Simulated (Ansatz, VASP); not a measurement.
# Two plane-wave programs on CaO

POSCAR

```
CaO
1.0
    0.0000000000      2.6067317416      2.6067317416
    2.6067317416      0.0000000000      2.6067317416
    2.6067317416      2.6067317416      0.0000000000
Ca O
1 1
Direct
    0.0000000000      0.0000000000      0.0000000000
    0.2500000000      0.2500000000      0.2500000000
```

INCAR.step1

```
PREC     = Accurate       # precision mode
ENCUT    = 520            # plane-wave cutoff, eV
EDIFF    = 1E-5           # SCF threshold, eV
ISMEAR   = 0              # smearing method
SIGMA    = 0.01           # smearing width, eV
LREAL    = F              # projectors in reciprocal space
LASPH    = T              # aspherical terms in the spheres
NELM     = 60             # most SCF steps
ALGO     = Normal         # electronic algorithm
ISIF     = 2              # what is computed and relaxed
LWAVE    = T              # write WAVECAR
NBANDS   = 15             # bands
GGA      = PE             # functional
```

File INCAR.step2:

```
PREC     = Accurate       # precision mode
ENCUT    = 520            # plane-wave cutoff, eV
EDIFF    = 1E-7           # SCF threshold, eV
ISMEAR   = 0              # smearing method
SIGMA    = 0.01           # smearing width, eV
LREAL    = F              # projectors in reciprocal space
LASPH    = T              # aspherical terms in the spheres
NELM     = 60             # most SCF steps
ALGO     = Normal         # electronic algorithm
ISIF     = 2              # what is computed and relaxed
LWAVE    = F              # write WAVECAR
LCHARG   = T              # write CHGCAR
GGA      = PE             # functional
LHFCALC  = T              # exact exchange
AEXX     = 0.2            # exact-exchange fraction
HFSCREEN = 0.3            # screening, 1/A
PRECFOCK = Normal       
LELF     = T              # ELF
LVHAR    = T            
NBANDS   = 15             # bands
ISTART   = 1
```

KPOINTS

```
regular mesh
0
Gamma
  4 4 4
```

Input for Ansatz:

```yaml
crystal:
  lattice:
    - [0.0, 2.6067317416, 2.6067317416]
    - [2.6067317416, 0.0, 2.6067317416]
    - [2.6067317416, 2.6067317416, 0.0]
  atoms:
    - { symbol: Ca, position: [0.0, 0.0, 0.0] }
    - { symbol: O, position: [0.25, 0.25, 0.25] }
kpoints:
  mp_grid: { grid: [4, 4, 4] }
hamiltonian:
  xc: { exchange: pbe, correlation: pbe, exx: { coeff: 0.2, omega: 0.3 } }
scf:
  occupations: { method: fixed }
  n_extra_bands: 4
output:
  forces: true
  stress: true
  eigenvalues: true
```

Alike in both runs: task single point; functional PBE-based screened hybrid with a share of 0.2 of exact exchange and HFSCREEN = 0.3; k mesh 4 × 4 × 4; no spin polarisation.

|  | VASP | Ansatz |
| --- | --- | --- |
| version | VASP 6.6.1 | Ansatz 0.2.0 |
| potentials or method | VASP PAW PBE potentials, release 64 (Ca_sv, O) | plane waves |
| plane-wave cutoff (eV) | 520 | 420 |
| occupations | gaussian, width 0.01 eV | fixed |
| valence electrons in the cell | 16 | 16 |

```tsv
	VASP	Ansatz	Ansatz less VASP
gap on the k mesh at the Fermi level (eV)	4.24	4.25	+0.014
pressure (GPa)	0.9	0.3	-0.56
```

VASP's potentials were made for PBE, not for PBE-based screened hybrid. Ansatz's warnings: stress exchange threshold loose, stress scf threshold loose.

The k mesh is coarse, so the values compare programs but aren't converged.
